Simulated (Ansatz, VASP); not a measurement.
Two plane-wave programs on InSb2

```xyz
3
Lattice="0.0000 3.6203 3.6203 3.6203 0.0000 3.6203 3.6203 3.6203 0.0000" Properties=species:S:1:pos:R:3 pbc="T T T"
In    0.0000    0.0000    0.0000
Sb    1.8102    1.8102    1.8102
Sb    5.4305    5.4305    5.4305
```

Change from the starting cell: species swapped into the In2Pt type (Fm-3m, No. 225).

Alike in both runs: functional PBE; k mesh 4 × 4 × 4; occupations gaussian, width 0.1 eV; no spin polarisation.

Ansatz relaxed the structure, and its values are those at the end. VASP's run is a single point on that final structure, the one shown.

|  | VASP | Ansatz |
| --- | --- | --- |
| version | VASP 6.6.1 | Ansatz 0.2.0 |
| potentials or method | VASP PAW PBE potentials, release 64 (In_d, Sb), cutoff 520 eV | scalar-relativistic, plane waves, PAW |
| valence electrons in the cell | 23 | 43 |

```tsv
	VASP	Ansatz	Ansatz less VASP
gap on the k mesh at the Fermi level (eV)	none	none	-
pressure (GPa)	0.1	0.1	+0.04
```

A gap of «none» marks a metal or a gap that the smearing closes. With one functional, cell and mesh, what is left measures potentials, basis and numerics. VASP's potentials hold 23 valence electrons a cell and Ansatz's 43, so a difference there can come from the potentials and not from the codes.

The k mesh is coarse, so the values compare programs but aren't converged. Spin-orbit coupling is off throughout.
